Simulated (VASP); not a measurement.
Runs of VASP 6.6.1 on Pd. The structure is that of space group I4/mmm (No. 139), or close to it. The cells are those of the table. 

| cell | gap on the mesh (eV) | pressure (GPa) |
| --- | --- | --- |
| a = 2.787, b = 2.787, c = 2.888 Å, angles 58.8, 58.8, 62.4°, 1 atom | none | -13.5 |
| a = 2.751, b = 2.751, c = 2.819 Å, angles 59.2, 59.2, 61.6°, 1 atom | none | (a) |
| a = 2.754, b = 2.754, c = 2.888 Å, angles 58.4, 58.4, 63.2°, 1 atom | none | -9.9 |
| a = 2.754, b = 2.754, c = 2.613 Å, angles 61.7, 61.7, 56.6°, 1 atom | none | 10.4 |
| a = 2.718, b = 2.718, c = 2.819 Å, angles 58.8, 58.8, 62.5°, 1 atom | none | (b) |

Alike in all rows: task single point; level PBEsol; potentials or basis VASP PAW PBE potentials, release 64 (Pd); no spin polarisation; k mesh 20 × 20 × 20; cutoff (eV) 520; smearing gaussian 0.15 eV.

Task: Estimate the missing entries.

Result: (a) -6.6; (b) -1.8.

Caveats: the PAW data sets were made with another functional, which shifts forces and pressure a little.

A k mesh can miss the band edges, and the runs leave out spin-orbit coupling on Pd.

A gap of «none» marks levels without a gap at the run's occupations.
